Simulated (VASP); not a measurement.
# AlN (P6_3mc) in VASP: notebook

Runs on AlN. Level: r2SCAN. Tasks: single point.

All numbers are computed with VASP 6.6.1; they aren't measurements. Logs are shortened: lines on timing, memory, paths and dates and some standing lists are left out, and cuts for length are marked.

**1. The cell of the first run**

It takes space group P6_3mc (No. 186, hexagonal). Conventional cell: a = 3.091 Å, b = 3.091 Å, c = 4.992 Å, α = 90.00°, β = 90.00°, γ = 120.00°. Within 2.5 Å of Al (site symmetry 3m) lie 4 N at 1.88 to 1.90 Å. Within 2.5 Å of N (site symmetry 3m) lie 4 Al at 1.88 to 1.90 Å.

**2. Single point, r2SCAN (in-plane strain -0.005, then relaxed in part)**

The input, POSCAR:

```
AlN
1.0
    3.0911621849      0.0000000000      0.0000000000
   -1.5455810924      2.6770249793      0.0000000000
    0.0000000000      0.0000000000      4.9922656889
Al N
2 2
Direct
    0.3333333333      0.6666666667     -0.0001251391
    0.6666666667      0.3333333333      0.4998748609
    0.3333333333      0.6666666667      0.3801251391
    0.6666666667      0.3333333333      0.8801251391
```

The input, INCAR.step1:

```
SYSTEM = AlN
ALGO = Normal ; EDIFF = 1E-4
ENCUT = 520 ; GGA = PE
ISMEAR = 0 ; LASPH = .True.
LCHARG = .False. ; LREAL = .False.
LWAVE = .True. ; NBANDS = 16
NELM = 80 ; PREC = Accurate
SIGMA = 0.01
```

The input, INCAR.step2:

```
SYSTEM = AlN
ALGO = Normal ; EDIFF = 1E-6
ENCUT = 520 ; ISIF = 2
ISMEAR = 0 ; ISTART = 1
LASPH = .True. ; LCHARG = .True.
LELF = .True. ; LMIXTAU = .True.
LREAL = .False. ; LVHAR = .True.
LWAVE = .False. ; METAGGA = R2SCAN
NBANDS = 16 ; NELM = 80
PREC = Accurate ; SIGMA = 0.01
```

The input, KPOINTS:

```
k-points
0
Gamma
  8 8 4
  0 0 0
```

Potentials or basis: VASP PAW PBE potentials, release 64 (Al, N).

The run is started by

```bash
$ cat potpaw_PBE.64/Al/POTCAR potpaw_PBE.64/N/POTCAR > POTCAR
$ cp INCAR.step1 INCAR
$ mpirun -np 1 vasp_std > vasp.out
$ cp INCAR.step2 INCAR
$ mpirun -np 1 vasp_std > vasp.out
```

OUTCAR:

```text
SYSTEM = AlN
   EDIFF = 1E-6
   ENCUT = 520
   ISIF = 2
   ISMEAR = 0
   ISTART = 1
   LASPH = .True.
   LREAL = .False.
   METAGGA = R2SCAN
   NELM = 80
   PREC = Accurate

 ion  position               nearest neighbor table
   1  0.333  0.667  1.000-   4 1.88   4 1.88   4 1.88   3 1.90   2 3.07   2 3.07   2 3.07   2 3.07
                             2 3.07   2 3.07
   2  0.667  0.333  0.500-   3 1.88   3 1.88   3 1.88   4 1.90   1 3.07   1 3.07   1 3.07   1 3.07
                             1 3.07   1 3.07
   3  0.333  0.667  0.380-   2 1.88   2 1.88   2 1.88   1 1.90
   4  0.667  0.333  0.880-   1 1.88   1 1.88   1 1.88   2 1.90

  LATTYP: Found a hexagonal cell.
 ALAT       =     3.0911621849
 C/A-ratio  =     1.6150125391

  Lattice vectors:

 A1 = (   3.0911621849,   0.0000000000,   0.0000000000)
 A2 = (  -1.5455810924,   2.6770249793,   0.0000000000)
 A3 = (   0.0000000000,   0.0000000000,   4.9922656889)

Analysis of symmetry for initial positions (statically):
=====================================================================
 Subroutine PRICEL returns:
 Original cell was already a primitive cell.

 Routine SETGRP: Setting up the symmetry group for a
 hexagonal supercell.

 Subroutine GETGRP returns: Found 12 space group operations
 (whereof  6 operations were pure point group operations)
 out of a pool of 24 trial point group operations.

The static configuration has the point symmetry C_3v.
 The point group associated with its full space group is C_6v.

Analysis of symmetry for dynamics (positions and initial velocities):
=====================================================================
 Subroutine PRICEL returns:
 Original cell was already a primitive cell.

 Routine SETGRP: Setting up the symmetry group for a
 hexagonal supercell.

 Subroutine GETGRP returns: Found 12 space group operations
 (whereof  6 operations were pure point group operations)
 out of a pool of 24 trial point group operations.

The dynamic configuration has the point symmetry C_3v.
 The point group associated with its full space group is C_6v.

 Subroutine INISYM returns: Found 12 space group operations
 (whereof  6 operations are pure point group operations),
 and found     1 'primitive' translations

----------------------------------------------------------------------------------------

                                     Primitive cell

  volume of cell :      41.3116

  direct lattice vectors                    reciprocal lattice vectors
     3.091162185  0.000000000  0.000000000     0.323502922  0.186774499  0.000000000
    -1.545581092  2.677024979  0.000000000     0.000000000  0.373548999  0.000000000
     0.000000000  0.000000000  4.992265689     0.000000000  0.000000000  0.200309852

  length of vectors
     3.091162185  3.091162185  4.992265689     0.373548999  0.373548999  0.200309852

  position of ions in fractional coordinates (direct lattice)
     0.333333333  0.666666667  0.999874861
     0.666666667  0.333333333  0.499874861
     0.333333333  0.666666667  0.380125139
     0.666666667  0.333333333  0.880125139

  ion indices of the primitive-cell ions
   primitive index   ion index
                 1           1
                 2           2
                 3           3
                 4           4

----------------------------------------------------------------------------------------

 KPOINTS: k-points

Automatic generation of k-mesh.
 Grid dimensions read from file:
 generate k-points for:    8    8    4

 Generating k-lattice:

  Cartesian coordinates                     Fractional coordinates (reciprocal lattice)
     0.040437865  0.023346812  0.000000000     0.125000000  0.000000000  0.000000000
     0.000000000  0.046693625  0.000000000     0.000000000  0.125000000  0.000000000
     0.000000000  0.000000000  0.050077463     0.000000000  0.000000000  0.250000000

  Length of vectors
     0.046693625  0.046693625  0.050077463

  Shift w.r.t. Gamma in fractional coordinates (k-lattice)
     0.000000000  0.000000000  0.000000000

 Subroutine IBZKPT returns following result:
 ===========================================

 Found     30 irreducible k-points:

 Following reciprocal coordinates:
            Coordinates               Weight
  0.000000  0.000000  0.000000      1.000000
  0.125000  0.000000  0.000000      6.000000
  0.250000  0.000000  0.000000      6.000000
  0.375000 -0.000000  0.000000      6.000000
  0.500000  0.000000  0.000000      3.000000
  0.125000  0.125000  0.000000      6.000000
[... 16 lines left out ...]
  0.250000  0.000000  0.500000      6.000000
  0.375000 -0.000000  0.500000      6.000000
 [... further k-points ...]
   k-points           NKPTS =     30   k-points in BZ     NKDIM =     30   number of bands    NBANDS=     16
   number of dos      NEDOS =    301   number of ions     NIONS =      4
   total plane-waves  NPLWV =  23040
   dimension x,y,z NGX =    24 NGY =   24 NGZ =   40
   dimension x,y,z NGXF=    48 NGYF=   48 NGZF=   80
   ions per type =               2   2
   NGX,Y,Z   is equivalent  to a cutoff of  12.91, 12.91, 13.32 a.u.
   NGXF,Y,Z  is equivalent  to a cutoff of  25.81, 25.81, 26.64 a.u.
 SYSTEM =  AlN
   PREC   = accura    normal or accurate (medium, high low for compatibility)
   ISTART =      1    job   : 0-new  1-cont  2-samecut
   ICHARG =      0    charge: 1-file 2-atom 10-const
   ISPIN  =      1    spin polarized calculation?
   LNONCOLLINEAR =      F non collinear calculations
   LSORBIT =      F    spin-orbit coupling
   LASPH  =      T    aspherical Exc in radial PAW
   ENCUT  =  520.0 eV  38.22 Ry    6.18 a.u.   5.75  5.75  9.28*2*pi/ulx,y,z
   NELM   =     80;   NELMIN=  2; NELMDL=  0     # of ELM steps
   EDIFF  = 0.1E-05   stopping-criterion for ELM
   LREAL  =      F    real-space projection
   EDIFFG = 0.1E-04   stopping-criterion for IOM
   NSW    =      0    number of steps for IOM
   IBRION =     -1    ionic relax: 0-MD 1-quasi-New 2-CG
   NFREE  =      0    steps in history (QN), initial steepest desc. (CG)
   ISIF   =      2    stress and relaxation
   ISYM   =      2    0-nonsym 1-usesym 2-fastsym
   POTIM  = 0.5000    time-step for ionic-motion
   TEBEG  =    0.0;   TEEND  =   0.0 temperature during run
   PSTRESS=    0.0 pullay stress
   NELECT =      16.0000    total number of electrons
   NUPDOWN=      -1.0000    fix difference up-down
   EMIN   =  10.00;   EMAX   =-10.00  energy-range for DOS
   EFERMI =   0.00;   METHOD = LEGACY
   ISMEAR =     0;   SIGMA  =   0.01  broadening in eV -4-tet -1-fermi 0-gaus
   EFERMI_NEDOS =   21; number of points for ismear=-14 and -15
   IALGO  =     38    algorithm
   IMIX   =      4    mixing-type and parameters
     AMIX     =   0.40;   BMIX     =  1.00
     AMIX_MAG =   1.60;   BMIX_MAG =  1.00
  volume/ion in A,a.u.               =      10.33        69.70
  Fermi-wavevector in a.u.,A,eV,Ry     =   1.193322  2.255051 19.374922  1.424017
  Thomas-Fermi vector in A             =   2.329339
   LORBIT       =      0    0 simple, 1 ext, 2 COOP (PROOUT), +10 PAW based schemes
   METAGGA = R2SCAN    functional components
   LHFCALC =     F    Hartree Fock is set to
   AEXX    =    0.0000 exact exchange contribution
   IVDW    =     0    specifies the selected vdW correction
   LEPSILON=     F    determine dielectric tensor
   LRPA    =     F    only Hartree local field effects (RPA)
 non-spin polarized calculation
 Gauss-broadening in eV      SIGMA  =   0.01
  energy-cutoff  :      520.00
  volume of cell :       41.31
 maximum number of plane-waves:      1126
 NGX is ok and might be reduce to    24
   NGX = 11   NGY = 11   NGZ = 19

 number of electron      15.9999996 magnetization

 Free energy of the ion-electron system (eV)
  ---------------------------------------------------
  ext. energy  EPLUGINS =         0.00000000
  ---------------------------------------------------
  free energy    TOTEN  =       -38.45350392 eV

  energy without entropy =      -38.45350392  energy(sigma->0) =      -38.45350392

 E-fermi :   6.0436     XC(G=0): -11.4497

 val. band max:        5.9372527399   @ k =   0.0000   0.0000   0.0000
 cond. band min:      10.9657771969   @ k =   0.0000   0.0000   0.0000
 fundamental gap:      5.0285244569
 Fermi energy:         6.0435789904

 k-point     1 :       0.0000    0.0000    0.0000
  band No.  band energies     occupation
      1     -10.0365      2.00000
      2      -7.9250      2.00000
      3      -0.1440      2.00000
      4       5.1412      2.00000
      5       5.1412      2.00000
      6       5.7811      2.00000
[... 8 lines left out ...]
     15      20.2341      0.00000
     16      20.2341      0.00000

 k-point     2 :       0.1250    0.0000    0.0000
  band No.  band energies     occupation
      1      -9.8345      2.00000
      2      -7.8114      2.00000
      3       0.1003      2.00000
      4       4.2639      2.00000
      5       4.8920      2.00000
      6       4.9613      2.00000
[... 8 lines left out ...]
     15      19.8958      0.00000
     16      20.0797      0.00000

 k-point     3 :       0.2500    0.0000    0.0000
  band No.  band energies     occupation
      1      -9.2736      2.00000
      2      -7.5430      2.00000
      3       0.8011      2.00000
      4       2.5006      2.00000
      5       3.4913      2.00000
      6       4.4147      2.00000
[... 8 lines left out ...]
     15      19.1831      0.00000
     16      20.4078      0.00000

 k-point     4 :       0.3750   -0.0000    0.0000
  band No.  band energies     occupation
      1      -8.5239      2.00000
      2      -7.3436      2.00000
      3       1.0117      2.00000
      4       1.8209      2.00000
      5       2.2404      2.00000
      6       4.0244      2.00000
[... 8 lines left out ...]
     15      19.3358      0.00000
     16      22.1486      0.00000
[... 324 lines left out ...]
 k-point    22 :       0.1250    0.0000    0.5000
  band No.  band energies     occupation
      1      -8.9774      2.00000
      2      -8.9774      2.00000
      3       2.4979      2.00000
      4       2.4979      2.00000
      5       4.9059      2.00000
      6       4.9059      2.00000
[... 8 lines left out ...]
     15      18.9541      0.00000
     16      18.9541      0.00000

 k-point    23 :       0.2500    0.0000    0.5000
  band No.  band energies     occupation
      1      -8.5128      2.00000
      2      -8.5128      2.00000
      3       1.9026      2.00000
      4       1.9026      2.00000
      5       4.3212      2.00000
      6       4.3212      2.00000
[... 8 lines left out ...]
     15      19.8937      0.00000
     16      19.8937      0.00000

 k-point    24 :       0.3750   -0.0000    0.5000
  band No.  band energies     occupation
      1      -7.9602      2.00000
      2      -7.9602      2.00000
      3       0.8158      2.00000
      4       0.8158      2.00000
      5       4.4235      2.00000
      6       4.4235      2.00000
[... 8 lines left out ...]
     15      20.2892      0.00000
     16      20.2892      0.00000

 [... further k-points ...]
[... 5 lines left out ...]
  --------------------------------------------------------------------------------------
  -------------------------------------------------------------------------------------
  Total        0.5429065      0.5429065     -0.1064516      0.0000000      0.0000000      0.0000000
  in kB       21.0554094     21.0554094     -4.1284849      0.0000000      0.0000000      0.0000000
  external PRESSURE =      12.6607780 kB  Pullay stress =       0.0000000 kB

 VOLUME and BASIS-vectors are now :
 -----------------------------------------------------------------------------
  energy-cutoff  :      520.00
  volume of cell :       41.31
      direct lattice vectors                 reciprocal lattice vectors
     3.091162185  0.000000000  0.000000000     0.323502922  0.186774499  0.000000000
    -1.545581092  2.677024979  0.000000000     0.000000000  0.373548999  0.000000000
     0.000000000  0.000000000  4.992265689     0.000000000  0.000000000  0.200309852

 POSITION                                       TOTAL-FORCE (eV/Angst)
 -----------------------------------------------------------------------------------
     -0.00000      1.78468      4.99164        -0.000000      0.000000     -0.002469
      1.54558      0.89234      2.49551        -0.000000     -0.000000     -0.002469
     -0.00000      1.78468      1.89769         0.000000      0.000000      0.002469
      1.54558      0.89234      4.39382         0.000000     -0.000000      0.002469
 -----------------------------------------------------------------------------------
    total drift:                               -0.000000     -0.000000     -0.024292

  FREE ENERGIE OF THE ION-ELECTRON SYSTEM (eV)
  ---------------------------------------------------
  free  energy   TOTEN  =       -38.4535039227 eV

  energy  without entropy=      -38.4535039227  energy(sigma->0) =      -38.45350392
```

Run time: 69 s. Hardware: 1 thread of Intel Xeon Platinum 8488C (Sapphire Rapids), shared host; peak memory 0.16 GiB.

Results:

- Free energy: -38.4535 eV
- Pressure: 1.3 GPa
- Band gap on the k mesh: 5.03 eV, direct

Forces in eV/Å, atoms in the order of the input:
```
Al   0.000  0.000 -0.002
Al   0.000  0.000 -0.002
N    0.000  0.000  0.002
N    0.000  0.000  0.002
```

Levels at points of the mesh, in eV from the valence-band top:
```csv
k point,band 6,band 7,band 8,band 9,band 10,band 11
"(0.00, 0.00, 0.00)",-0.16,-0.16,0.00,5.03,7.73,11.67
"(0.50, 0.00, 0.00)",-2.06,-1.74,-0.66,6.45,6.68,9.17
"(0.00, 0.00, 0.50)",-0.49,-0.49,-0.49,7.40,7.40,11.39
"(0.50, 0.00, 0.50)",-1.43,-1.38,-1.38,6.05,6.05,10.24
```

Caveat: the cell differs from its parent crystal (in-plane strain -0.005, then relaxed in part); the PAW data sets were made with another functional, which shifts forces and pressure a little.

(Continued in part 2 of 2.)
